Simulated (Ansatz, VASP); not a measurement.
## One calculation of Fe, two programs

File POSCAR:

```
Fe
1.0
   -1.4345540696      1.4345540696      1.4345540696
    1.4345540696     -1.4345540696      1.4345540696
    1.4345540696      1.4345540696     -1.4345540696
Fe
1
Direct
    0.0000000000      0.0000000000      0.0000000000
```

INCAR.step1

```
SYSTEM = Fe
ALGO = Normal ; EDIFF = 1E-4
ENCUT = 520 ; GGA = PE
ISMEAR = -1 ; ISPIN = 2
LASPH = .TRUE. ; LCHARG = .FALSE.
LMAXMIX = 4 ; LREAL = .FALSE.
LWAVE = .TRUE. ; MAGMOM = 2.804
NBANDS = 14 ; NELM = 150
PREC = Accurate ; SIGMA = 0.05
```

Contents of INCAR.step2:

```
SYSTEM = Fe
ALGO = Normal ; EDIFF = 1E-6
ENCUT = 520 ; ISIF = 2
ISMEAR = -1 ; ISPIN = 2
ISTART = 1 ; LASPH = .TRUE.
LCHARG = .TRUE. ; LELF = .TRUE.
LMAXMIX = 4 ; LMIXTAU = .TRUE.
LORBIT = 11 ; LREAL = .FALSE.
LVHAR = .TRUE. ; LWAVE = .FALSE.
MAGMOM = 2.804 ; METAGGA = R2SCAN
NBANDS = 14 ; NELM = 150
PREC = Accurate ; SIGMA = 0.05
```

The input KPOINTS:

```
k-points
0
G
  25 25 25
  0 0 0
```

Input for Ansatz:

```yaml
crystal:
  lattice:
    - [-1.4345540696, 1.4345540696, 1.4345540696]
    - [1.4345540696, -1.4345540696, 1.4345540696]
    - [1.4345540696, 1.4345540696, -1.4345540696]
  atoms:
    - { symbol: Fe, position: [0.0, 0.0, 0.0], spin: 2.804 }
hamiltonian:
  xc: r2scan
  pseudopotentials:
    kind: paw
    azcp:
      Fe: "pseudopotentials/Fe.paw.azcp"
basis:
  ecutwfc: 500
  fft_grid_basis: typed
kpoints:
  mp_grid: { grid: [25, 25, 25], shift: [0, 0, 0] }
magnetization:
  spin_polarized: true
scf:
  occupations: { method: fermi_dirac, width: 0.05 }
  lower_state_search: "off"
output:
  stress: true
```

Alike in both runs: task single point; functional r2SCAN; k mesh 25 × 25 × 25; occupations fermi-dirac, width 0.05 eV; collinear spin.

|  | VASP | Ansatz |
| --- | --- | --- |
| version | VASP 6.6.1 | Ansatz 0.2.0 |
| potentials or method | VASP PAW PBE potentials, release 64 (Fe), cutoff 520 eV | plane waves (500 eV) with PAW, scalar-relativistic |
| valence electrons in the cell | 8 | 16 |

Ansatz gave:

- pressure (GPa): -0.7
- net moment per atom (μB): 2.65
- size of the moment on the site where the two differ most (μB): 2.80

Question: Which values does VASP return?

Answer: Pressure (GPa): -1.1; net moment per atom (μB): 2.65; size of the moment on the site where the two differ most (μB): 2.72.

VASP's potentials were made for PBE, not for r2SCAN. Site moments also hang on the region over which each program counts them. VASP's potentials hold 8 valence electrons a cell and Ansatz's 16, so a difference there can come from the potentials and not from the codes. Ansatz's warnings: stability check not made.
